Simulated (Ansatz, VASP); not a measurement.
# BN in VASP and in Ansatz

Contents of POSCAR:

```
BN
1.0
    2.5009753125      0.0000000000      0.0000000000
   -1.2504876563      2.1659081548      0.0243664667
    0.0000000000      0.0773343187      6.8741616654
B N
2 2
Direct
    0.3333333333      0.6666666667      0.2500000000
    0.6666666667      0.3333333333      0.7500000000
    0.3333333333      0.6666666667      0.7500000000
    0.6666666667      0.3333333333      0.2500000000
```

File INCAR.step1:

```
SYSTEM = BN
ALGO = Normal ; EDIFF = 1E-4
ENCUT = 520 ; GGA = PE
ISMEAR = 0 ; LASPH = .TRUE.
LCHARG = .FALSE. ; LREAL = .FALSE.
LWAVE = .TRUE. ; NBANDS = 16
NELM = 80 ; PREC = Accurate
SIGMA = 0.05
```

Contents of INCAR.step2:

```
SYSTEM = BN
ALGO = Normal ; EDIFF = 1E-6
ENCUT = 520 ; ISIF = 2
ISMEAR = 0 ; ISTART = 1
LASPH = .TRUE. ; LCHARG = .FALSE.
LMIXTAU = .TRUE. ; LREAL = .FALSE.
LWAVE = .FALSE. ; METAGGA = R2SCAN
NBANDS = 16 ; NELM = 80
PREC = Accurate ; SIGMA = 0.05
```

The input KPOINTS:

```
k-points
0
G
  12 12 4
  0 0 0
```

Input for Ansatz:

```yaml
crystal:
  lattice:
    - [2.5009753125, 0.0, 0.0]
    - [-1.2504876563, 2.1659081548, 0.0243664667]
    - [0.0, 0.0773343187, 6.8741616654]
  atoms:
    - { symbol: B, position: [0.3333333333, 0.6666666667, 0.25] }
    - { symbol: B, position: [0.6666666667, 0.3333333333, 0.75] }
    - { symbol: "N", position: [0.3333333333, 0.6666666667, 0.75] }
    - { symbol: "N", position: [0.6666666667, 0.3333333333, 0.25] }
basis:
  ecutwfc: 500
kpoints:
  mp_grid: { grid: [12, 12, 4] }
hamiltonian:
  xc: r2scan
scf:
  occupations: { method: gaussian, width: 0.05 }
output:
  forces: true
  stress: true
  eigenvalues: true
```

Change from the starting cell: strain +0.0225 x Voigt [0, 0, 0, 1, 0, 0], atoms carried along.

Alike in both runs: task single point; functional r2SCAN; k mesh 12 × 12 × 4; occupations gaussian, width 0.05 eV; no spin polarisation.

|  | VASP | Ansatz |
| --- | --- | --- |
| version | VASP 6.6.1 | Ansatz 0.2.0 |
| potentials or method | VASP PAW PBE potentials, release 64 (B, N), cutoff 520 eV | scalar-relativistic, plane waves, PAW |
| valence electrons in the cell | 16 | 16 |

Ansatz gave:

```
gap on the k mesh at the Fermi level (eV)                     : 4.86
least direct gap on the mesh (eV)                             : 5.22
pressure (GPa)                                                : 0.0
traceless stress, the component that is largest in VASP (GPa) : 0.08
```

**Question.** Which values does VASP return?

**Answer.** gap on the k mesh at the Fermi level (eV): 4.90; least direct gap on the mesh (eV): 5.28; pressure (GPa): 0.3; traceless stress, the component that is largest in VASP (GPa): -0.58.

VASP's potentials were made for PBE, not for r2SCAN.
